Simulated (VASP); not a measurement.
Wanted: the native input for a VASP 6.6.1 run.

```yaml
Task: single point
Functional: PBEsol
Potentials_or_basis: VASP PAW PBE potentials, release 64 (Si, Ge_d)
Cutoff: 520 eV
k_mesh: 6 × 6 × 6
Occupations: gaussian, width 0.02 eV
Spin: no spin polarisation
Dipole_correction: no
Further_INCAR_settings: ALGO = Normal; EDIFF = 1e-06; NBANDS = 46
```

The structure of SiGe lies in POSCAR:

```
SiGe
1.0
    5.5439565827      0.0000000000      0.0000000000
    0.0000000000      5.5439565827      0.0000000000
    0.0000000000      0.0000000000      5.5439565827
Si Ge
4 4
Direct
    0.0000000000      0.0053765261      0.0000000000
    0.0000000000      0.4946234739      0.5000000000
    0.2446234739      0.2500000000      0.2500000000
    0.7553765261      0.2500000000      0.7500000000
    0.5000000000      0.0057597470      0.5000000000
    0.5000000000      0.4942402530      0.0000000000
    0.2442402530      0.7500000000      0.7500000000
    0.7557597470      0.7500000000      0.2500000000
```

These files were run (other wordings do the same):

INCAR

```
PREC = Accurate
ENCUT = 520
EDIFF = 1E-6
ISMEAR = 0
SIGMA = 0.02
LREAL = F
LASPH = T
NELM = 60
ALGO = Normal
ISIF = 2
LWAVE = F
LCHARG = F
GGA = PS
NBANDS = 46
```

KPOINTS

```
Automatic mesh
0
Gamma
  6 6 6
```

Potentials or basis: VASP PAW PBE potentials, release 64 (Si, Ge_d).

Command:

```bash
$ cat potpaw_PBE.64/Si/POTCAR potpaw_PBE.64/Ge_d/POTCAR > POTCAR
$ mpirun -np 1 vasp_std > vasp.out
```

It gave:

```
Pressure               : 0.0 GPa
Largest force          : 0.009 eV/Å
Band gap on the k mesh : 0.34 eV, direct
```

Caveat: the PAW data sets were made with another functional, which shifts forces and pressure a little.

Wall time 3.6 min on 1 thread of Intel(R) Xeon(R) Platinum 8375C CPU @ 2.90GHz (Ice Lake), with other jobs on the host, peak memory 0.4 GiB.
